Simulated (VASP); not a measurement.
# MnO (Pm-3m) in VASP: notebook

The runs below take MnO through single point, with LDA+U.

All numbers are computed with VASP 6.6.1; they aren't measurements. Logs are shortened: lines on timing, memory, paths and dates and some standing lists are left out, and cuts for length are marked.

### 1 The cell of the first run

It takes space group Pm-3m (No. 221, cubic). Conventional cell: a = 2.672 Å, b = 2.672 Å, c = 2.672 Å, α = 90.00°, β = 90.00°, γ = 90.00°. Mn (site symmetry m-3m) has 8 O at 2.31 Å and 6 Mn at 2.67 Å within 3.1 Å. Within 3.1 Å of O (site symmetry m-3m) lie 8 Mn at 2.31 Å and 6 O at 2.67 Å.

### 2 Single point, LDA+U, collinear spin, zero start

Input file INCAR:

```
SYSTEM = MnO
ALGO = Normal
EDIFF = 1E-6
ENCUT = 600
GGA = CA
GGA_COMPAT = .FALSE.
ISIF = 2
ISMEAR = 0
ISPIN = 2
LASPH = .TRUE.
LCHARG = .FALSE.
LDAU = .TRUE.
LDAUJ = 0 0
LDAUL = 2 -1
LDAUPRINT = 1
LDAUTYPE = 2
LDAUU = 6 0
LMAXMIX = 4
LORBIT = 11
LREAL = .FALSE.
LWAVE = .FALSE.
MAGMOM = 0 0 0 0
NBANDS = 31
NELM = 200
NUPDOWN = 0.0
PREC = Accurate
SIGMA = 0.05
```

Input file KPOINTS:

```
k-points
0
G
  7 7 7
  0 0 0
```

Input file POSCAR:

```
MnO
1.0
    2.6723886600      0.0000000000      2.6723886600
    0.0000000000      2.6723886600      2.6723886600
    0.0000000000      0.0000000000      5.3447773200
Mn O
2 2
Direct
    0.0000000000      0.0000000000      0.0000000000
    0.0000000000      0.0000000000      0.5000000000
    0.5000000000      0.5000000000      0.7500000000
    0.5000000000      0.5000000000      0.2500000000
```

Potentials or basis: VASP PAW LDA potentials, release 64 (Mn_pv, O).

Launch:

```sh
$ cat potpaw_LDA.64/Mn_pv/POTCAR potpaw_LDA.64/O/POTCAR > POTCAR
$ mpirun -np 1 vasp_std > vasp.out
```

OUTCAR:

```text
SYSTEM = MnO
   EDIFF = 1E-6
   ENCUT = 600
   GGA = CA
   ISIF = 2
   ISMEAR = 0
   ISPIN = 2
   LASPH = .TRUE.
   LORBIT = 11
   LREAL = .FALSE.
   NELM = 200
   NUPDOWN = 0.0
   PREC = Accurate

 ion  position               nearest neighbor table
   1  0.000  0.000  0.000-   3 2.31   3 2.31   4 2.31   3 2.31   4 2.31   4 2.31   3 2.31   4 2.31
                             2 2.67   2 2.67   2 2.67   2 2.67   2 2.67   2 2.67
   2  0.000  0.000  0.500-   4 2.31   3 2.31   4 2.31   3 2.31   4 2.31   3 2.31   4 2.31   3 2.31
                             1 2.67   1 2.67   1 2.67   1 2.67   1 2.67   1 2.67
   3  0.500  0.500  0.750-   2 2.31   1 2.31   2 2.31   1 2.31   2 2.31   1 2.31   2 2.31   1 2.31

   4  0.500  0.500  0.250-   1 2.31   1 2.31   2 2.31   1 2.31   2 2.31   2 2.31   1 2.31   2 2.31

  LATTYP: Found a face centered cubic cell.
 ALAT       =     5.3447773200

  Lattice vectors:

 A1 = (   2.6723886600,  -2.6723886600,   0.0000000000)
 A2 = (   2.6723886600,   0.0000000000,   2.6723886600)
 A3 = (   0.0000000000,  -2.6723886600,   2.6723886600)

Analysis of symmetry for initial positions (statically):
=====================================================================
 Subroutine PRICEL returns following result:

  LATTYP: Found a simple cubic cell.
 ALAT       =     2.6723886600
[... 12 lines left out ...]
 Subroutine GETGRP returns: Found 48 space group operations
 (whereof 48 operations were pure point group operations)
 out of a pool of 48 trial point group operations.

The static configuration has the point symmetry O_h .

Analysis of symmetry for dynamics (positions and initial velocities):
=====================================================================
 Subroutine PRICEL returns following result:

  LATTYP: Found a simple cubic cell.
 ALAT       =     2.6723886600
[... 12 lines left out ...]
 Subroutine GETGRP returns: Found 48 space group operations
 (whereof 48 operations were pure point group operations)
 out of a pool of 48 trial point group operations.

The dynamic configuration has the point symmetry O_h .

Analysis of structural, dynamic, and magnetic symmetry:
=====================================================================
 Subroutine PRICEL returns following result:

  LATTYP: Found a simple cubic cell.
 ALAT       =     2.6723886600
[... 12 lines left out ...]
 Subroutine GETGRP returns: Found 48 space group operations
 (whereof 48 operations were pure point group operations)
 out of a pool of 48 trial point group operations.

The overall configuration has the point symmetry O_h .

 Subroutine INISYM returns: Found 48 space group operations
 (whereof 48 operations are pure point group operations),
[... 199 lines left out ...]
  o =  0.7596  v =  0.0000  0.0000  0.0000  0.0000  0.0000  0.0000 -0.0229 -0.0000 -0.9997  0.0000      0.0000  0.0000  0.0000  0.0000  0.0000  0.0000  0.0000  0.0000  0.0000  0.0000
  o =  0.7596  v =  0.0000  0.0000  0.0000  0.0000  0.0000  0.0000  0.9997 -0.0000 -0.0229 -0.0000      0.0000  0.0000  0.0000  0.0000  0.0000  0.0000  0.0000  0.0000  0.0000  0.0000

 number of electron      38.0000001 magnetization      -0.0000000

 Free energy of the ion-electron system (eV)
  ---------------------------------------------------
  ext. energy  EPLUGINS =         0.00000000
  ---------------------------------------------------
  free energy    TOTEN  =       -15.81441080 eV

  energy without entropy =      -15.80401754  energy(sigma->0) =      -15.80921417

 E-fermi :   8.2080     XC(G=0): -13.3430

 val. band max:        8.1966116312   @ k =   0.4286   0.2857   0.1429
 cond. band min:       8.2099267119   @ k =   0.1429   0.1429   0.0000
 fundamental gap:      0.0133150807
 Fermi energy:         8.2080056658

 spin component 1

 k-point     1 :       0.0000    0.0000    0.0000
  band No.  band energies     occupation
      1     -38.9514      1.00000
      2     -38.9514      1.00000
      3     -38.9514      1.00000
      4     -38.7864      1.00000
      5     -38.7864      1.00000
      6     -38.7864      1.00000
[... 669 lines left out ...]
     30      21.7832      0.00000
     31      24.5931      0.00000
 Fermi energy:         8.2080040467

 spin component 2

 k-point     1 :       0.0000    0.0000    0.0000
  band No.  band energies     occupation
      1     -38.9514      1.00000
      2     -38.9514      1.00000
      3     -38.9514      1.00000
      4     -38.7864      1.00000
      5     -38.7864      1.00000
      6     -38.7864      1.00000
[... 669 lines left out ...]
     30      21.7832      0.00000
     31      24.5930      0.00000

------------------------ aborting loop because EDIFF is reached ----------------------------------------

  FORCE on cell =-STRESS in cart. coord.  units (eV):
  Direction    XX          YY          ZZ          XY          YZ          ZX
  --------------------------------------------------------------------------------------
  -------------------------------------------------------------------------------------
  Total       -1.9670999     -1.9670999     -1.9670999      0.0000000     -0.0000000     -0.0000000
  in kB      -82.5673103    -82.5673103    -82.5673103      0.0000000     -0.0000000     -0.0000000
  external PRESSURE =     -82.5673103 kB  Pullay stress =       0.0000000 kB

 VOLUME and BASIS-vectors are now :
 -----------------------------------------------------------------------------
  energy-cutoff  :      600.00
  volume of cell :       38.17
      direct lattice vectors                 reciprocal lattice vectors
     2.672388660  0.000000000  2.672388660     0.374197068  0.000000000  0.000000000
     0.000000000  2.672388660  2.672388660     0.000000000  0.374197068  0.000000000
     0.000000000  0.000000000  5.344777320    -0.187098534 -0.187098534  0.187098534

 POSITION                                       TOTAL-FORCE (eV/Angst)
 -----------------------------------------------------------------------------------
      0.00000      0.00000      0.00000        -0.000000     -0.000000      0.000000
      0.00000      0.00000      2.67239        -0.000000     -0.000000      0.000000
      1.33619      1.33619      6.68097         0.000000     -0.000000     -0.000000
      1.33619      1.33619      4.00858        -0.000000      0.000000      0.000000
 -----------------------------------------------------------------------------------
    total drift:                                0.000000      0.000000      0.000000

  FREE ENERGIE OF THE ION-ELECTRON SYSTEM (eV)
  ---------------------------------------------------
  free  energy   TOTEN  =       -15.8144108017 eV

  energy  without entropy=      -15.8040175370  energy(sigma->0) =      -15.80921417

 total charge

# of ion       s       p       d       tot
------------------------------------------
    1        0.220   6.178   5.191  11.589
    2        0.220   6.178   5.191  11.589
    3        1.587   3.254   0.000   4.841
    4        1.587   3.254   0.000   4.841
--------------------------------------------------
tot          3.615  18.864  10.381  32.860

 magnetization (x)

# of ion       s       p       d       tot
------------------------------------------
    1        0.000  -0.000  -0.000  -0.000
    2        0.000  -0.000  -0.000  -0.000
    3       -0.000  -0.000   0.000  -0.000
    4       -0.000  -0.000   0.000  -0.000
--------------------------------------------------
tot          0.000  -0.000  -0.000  -0.000
```

Wall time 3.2 min (1 thread of Intel Xeon 6975P-C, shared host); peak memory 0.2 GiB.

Results:

```
Free energy                                           : -15.8144 eV
Pressure                                              : -8.3 GPa
Net moment                                            : 0.00 μB per cell
Valence electrons inside the program's atomic spheres : Mn 11.59; O 4.84
```

Eigenvalues of the final occupation matrices:
```csv
site,spin,trace,eigenvalues
site 1 d,1,2.61,0.16 0.16 0.76 0.76 0.76
site 1 d,2,2.61,0.16 0.16 0.76 0.76 0.76
site 2 d,1,2.61,0.16 0.16 0.76 0.76 0.76
site 2 d,2,2.61,0.16 0.16 0.76 0.76 0.76
```

Caveat: the total moment is fixed, so each spin has its own Fermi level.

### 3 Single point, LDA+U, collinear spin, ferromagnetic start

Input file INCAR:

```
PREC = Accurate
ENCUT = 600
EDIFF = 1E-6
ISMEAR = 0
SIGMA = 0.05
LREAL = F
LASPH = T
NELM = 200
ALGO = Normal
ISIF = 2
LWAVE = F
LCHARG = T
ISPIN = 2
MAGMOM = 4.85 4.85 0.6 0.6
LORBIT = 11
NUPDOWN = 11.0
LMAXMIX = 4
LDAU = T
LDAUTYPE = 2
LDAUL = 2 -1
LDAUU = 6 0
LDAUJ = 0 0
LDAUPRINT = 1
GGA = CA
LELF = T
LVHAR = T
NBANDS = 31
GGA_COMPAT = F
```

Input file KPOINTS:

```
Automatic mesh
0
Gamma
  7 7 7
```

POSCAR is that of step 2.

Potentials or basis: VASP PAW LDA potentials, release 64 (Mn_pv, O).

Launch:

```sh
$ cat potpaw_LDA.64/Mn_pv/POTCAR potpaw_LDA.64/O/POTCAR > POTCAR
$ mpirun -np 1 vasp_std > vasp.out
```

OUTCAR:

```text
PREC = Accurate
   ENCUT = 600
   EDIFF = 1E-6
   ISMEAR = 0
   LREAL = F
   LASPH = T
   NELM = 200
   ISIF = 2
   ISPIN = 2
   LORBIT = 11
   NUPDOWN = 11.0
   GGA = CA

 ion  position               nearest neighbor table
   1  0.000  0.000  0.000-   3 2.31   3 2.31   4 2.31   3 2.31   4 2.31   4 2.31   3 2.31   4 2.31
                             2 2.67   2 2.67   2 2.67   2 2.67   2 2.67   2 2.67
   2  0.000  0.000  0.500-   4 2.31   3 2.31   4 2.31   3 2.31   4 2.31   3 2.31   4 2.31   3 2.31
                             1 2.67   1 2.67   1 2.67   1 2.67   1 2.67   1 2.67
   3  0.500  0.500  0.750-   2 2.31   1 2.31   2 2.31   1 2.31   2 2.31   1 2.31   2 2.31   1 2.31

   4  0.500  0.500  0.250-   1 2.31   1 2.31   2 2.31   1 2.31   2 2.31   2 2.31   1 2.31   2 2.31

  LATTYP: Found a face centered cubic cell.
 ALAT       =     5.3447773200

  Lattice vectors:

 A1 = (   2.6723886600,  -2.6723886600,   0.0000000000)
 A2 = (   2.6723886600,   0.0000000000,   2.6723886600)
 A3 = (   0.0000000000,  -2.6723886600,   2.6723886600)

Analysis of symmetry for initial positions (statically):
=====================================================================
 Subroutine PRICEL returns following result:

  LATTYP: Found a simple cubic cell.
 ALAT       =     2.6723886600
[... 12 lines left out ...]
 Subroutine GETGRP returns: Found 48 space group operations
 (whereof 48 operations were pure point group operations)
 out of a pool of 48 trial point group operations.

The static configuration has the point symmetry O_h .

Analysis of symmetry for dynamics (positions and initial velocities):
=====================================================================
 Subroutine PRICEL returns following result:

  LATTYP: Found a simple cubic cell.
 ALAT       =     2.6723886600
[... 12 lines left out ...]
 Subroutine GETGRP returns: Found 48 space group operations
 (whereof 48 operations were pure point group operations)
 out of a pool of 48 trial point group operations.

The dynamic configuration has the point symmetry O_h .

Analysis of structural, dynamic, and magnetic symmetry:
=====================================================================
 Subroutine PRICEL returns following result:

  LATTYP: Found a simple cubic cell.
 ALAT       =     2.6723886600
[... 12 lines left out ...]
 Subroutine GETGRP returns: Found 48 space group operations
 (whereof 48 operations were pure point group operations)
 out of a pool of 48 trial point group operations.

The overall configuration has the point symmetry O_h .

 Subroutine INISYM returns: Found 48 space group operations
 (whereof 48 operations are pure point group operations),
 and found     2 'primitive' translations

[... 166 lines left out ...]

 onsite density matrix

spin component  1

  0.9726  0.0000 -0.0000  0.0000 -0.0000
  0.0000  0.9726  0.0000  0.0000  0.0000
 -0.0000  0.0000  0.9371  0.0000  0.0000
  0.0000  0.0000  0.0000  0.9726  0.0000
 -0.0000  0.0000  0.0000  0.0000  0.9371

spin component  2

  0.0508 -0.0000  0.0000  0.0000  0.0000
 -0.0000  0.0508  0.0000 -0.0000 -0.0000
  0.0000  0.0000  0.0165 -0.0000 -0.0000
  0.0000 -0.0000 -0.0000  0.0508 -0.0000
  0.0000 -0.0000 -0.0000 -0.0000  0.0165

 occupancies and eigenvectors

  o =  0.0165  v =  0.0000  0.0000  0.0000  0.0000  0.0000 -0.0000 -0.0000  0.9997  0.0000  0.0251      0.0000  0.0000  0.0000  0.0000  0.0000  0.0000  0.0000  0.0000  0.0000  0.0000
  o =  0.0165  v =  0.0000  0.0000  0.0000  0.0000  0.0000 -0.0000  0.0000 -0.0251 -0.0000  0.9997      0.0000  0.0000  0.0000  0.0000  0.0000  0.0000  0.0000  0.0000  0.0000  0.0000
  o =  0.0508  v =  0.0000  0.0000  0.0000  0.0000  0.0000  1.0000  0.0003  0.0000 -0.0010  0.0000      0.0000  0.0000  0.0000  0.0000  0.0000  0.0000  0.0000  0.0000  0.0000  0.0000
  o =  0.0508  v =  0.0000  0.0000  0.0000  0.0000  0.0000  0.0010  0.0077 -0.0000  1.0000 -0.0000      0.0000  0.0000  0.0000  0.0000  0.0000  0.0000  0.0000  0.0000  0.0000  0.0000
  o =  0.0508  v =  0.0000  0.0000  0.0000  0.0000  0.0000  0.0003 -1.0000  0.0000  0.0077  0.0000      0.0000  0.0000  0.0000  0.0000  0.0000  0.0000  0.0000  0.0000  0.0000  0.0000
  o =  0.9371  v =  0.0000 -0.0000 -0.0327  0.0000  0.9995  0.0000  0.0000  0.0000  0.0000  0.0000      0.0000  0.0000  0.0000  0.0000  0.0000  0.0000  0.0000  0.0000  0.0000  0.0000
  o =  0.9371  v =  0.0000  0.0000 -0.9995  0.0000 -0.0327  0.0000  0.0000  0.0000  0.0000  0.0000      0.0000  0.0000  0.0000  0.0000  0.0000  0.0000  0.0000  0.0000  0.0000  0.0000
  o =  0.9726  v =  0.0000 -0.9980 -0.0000  0.0632 -0.0000  0.0000  0.0000  0.0000  0.0000  0.0000      0.0000  0.0000  0.0000  0.0000  0.0000  0.0000  0.0000  0.0000  0.0000  0.0000
  o =  0.9726  v =  1.0000  0.0000  0.0000  0.0000  0.0000  0.0000  0.0000  0.0000  0.0000  0.0000      0.0000  0.0000  0.0000  0.0000  0.0000  0.0000  0.0000  0.0000  0.0000  0.0000
  o =  0.9726  v =  0.0000 -0.0632 -0.0000 -0.9980 -0.0000  0.0000  0.0000  0.0000  0.0000  0.0000      0.0000  0.0000  0.0000  0.0000  0.0000  0.0000  0.0000  0.0000  0.0000  0.0000

 number of electron      38.0000003 magnetization      11.0000297

 Free energy of the ion-electron system (eV)
  ---------------------------------------------------
  ext. energy  EPLUGINS =         0.00000000
  ---------------------------------------------------
  free energy    TOTEN  =       -27.18449335 eV

  energy without entropy =      -27.18064214  energy(sigma->0) =      -27.18256775

 E-fermi :   6.2237     XC(G=0): -13.2552

 val. band max:       13.0345052121   @ k =   0.0000   0.0000   0.4286
 cond. band min:       6.2252564120   @ k =   0.4286   0.2857   0.0000
 fundamental gap:     -6.8092488001
 Fermi energy:        13.1566789402

 spin component 1

 k-point     1 :       0.0000    0.0000    0.0000
  band No.  band energies     occupation
      1     -41.4801      1.00000
      2     -41.4801      1.00000
      3     -41.4801      1.00000
      4     -41.3270      1.00000
      5     -41.3270      1.00000
      6     -41.3270      1.00000
[... 669 lines left out ...]
     30      20.0833      0.00000
     31      23.7140      0.00000
 Fermi energy:         6.2236564129

 spin component 2

 k-point     1 :       0.0000    0.0000    0.0000
  band No.  band energies     occupation
      1     -36.9166      1.00000
      2     -36.9166      1.00000
      3     -36.9166      1.00000
      4     -36.7417      1.00000
      5     -36.7417      1.00000
      6     -36.7417      1.00000
[... 669 lines left out ...]
     30      23.2519      0.00000
     31      25.9165      0.00000

------------------------ aborting loop because EDIFF is reached ----------------------------------------

  FORCE on cell =-STRESS in cart. coord.  units (eV):
  Direction    XX          YY          ZZ          XY          YZ          ZX
  --------------------------------------------------------------------------------------
  -------------------------------------------------------------------------------------
  Total        7.4590045      7.4590045      7.4590045     -0.0000000      0.0000000      0.0000000
  in kB      313.0852427    313.0852427    313.0852427     -0.0000000      0.0000000      0.0000000
  external PRESSURE =     313.0852427 kB  Pullay stress =       0.0000000 kB

 VOLUME and BASIS-vectors are now :
 -----------------------------------------------------------------------------
  energy-cutoff  :      600.00
  volume of cell :       38.17
      direct lattice vectors                 reciprocal lattice vectors
     2.672388660  0.000000000  2.672388660     0.374197068  0.000000000  0.000000000
     0.000000000  2.672388660  2.672388660     0.000000000  0.374197068  0.000000000
     0.000000000  0.000000000  5.344777320    -0.187098534 -0.187098534  0.187098534

 POSITION                                       TOTAL-FORCE (eV/Angst)
 -----------------------------------------------------------------------------------
      0.00000      0.00000      0.00000         0.000000      0.000000      0.000000
      0.00000      0.00000      2.67239         0.000000     -0.000000      0.000000
      1.33619      1.33619      6.68097         0.000000      0.000000      0.000000
      1.33619      1.33619      4.00858        -0.000000     -0.000000     -0.000000
 -----------------------------------------------------------------------------------
    total drift:                                0.000000      0.000000      0.000000

  FREE ENERGIE OF THE ION-ELECTRON SYSTEM (eV)
  ---------------------------------------------------
  free  energy   TOTEN  =       -27.1844933529 eV

  energy  without entropy=      -27.1806421395  energy(sigma->0) =      -27.18256775

 total charge

# of ion       s       p       d       tot
------------------------------------------
    1        0.287   6.219   4.957  11.463
    2        0.287   6.219   4.957  11.463
    3        1.583   3.376   0.000   4.959
    4        1.583   3.376   0.000   4.959
--------------------------------------------------
tot          3.739  19.191   9.914  32.843

 magnetization (x)

# of ion       s       p       d       tot
------------------------------------------
    1        0.088   0.051   4.594   4.733
    2        0.088   0.051   4.594   4.733
    3        0.053   0.414   0.000   0.467
    4        0.053   0.414   0.000   0.467
--------------------------------------------------
tot          0.282   0.930   9.188  10.400
```

Run time: 1.8 min. Hardware: 1 thread of Intel Xeon 6975P-C, shared host; peak memory 0.2 GiB.

Results:

```
Free energy                                           : -27.1845 eV
Pressure                                              : 31.3 GPa
Net moment                                            : 11.00 μB per cell
Site moments                                          : Mn +4.73; O +0.47 μB
Valence electrons inside the program's atomic spheres : Mn 11.46; O 4.96
```

Eigenvalues of the final occupation matrices:
| site | spin | trace | eigenvalues |
| --- | --- | --- | --- |
| site 1 d | 1 | 4.79 | 0.94 0.94 0.97 0.97 0.97 |
| site 1 d | 2 | 0.19 | 0.02 0.02 0.05 0.05 0.05 |
| site 2 d | 1 | 4.79 | 0.94 0.94 0.97 0.97 0.97 |
| site 2 d | 2 | 0.19 | 0.02 0.02 0.05 0.05 0.05 |

Caveat: the total moment is fixed, so each spin has its own Fermi level; only a ferromagnetic start was run, and an antiferromagnetic order may lie lower in energy.
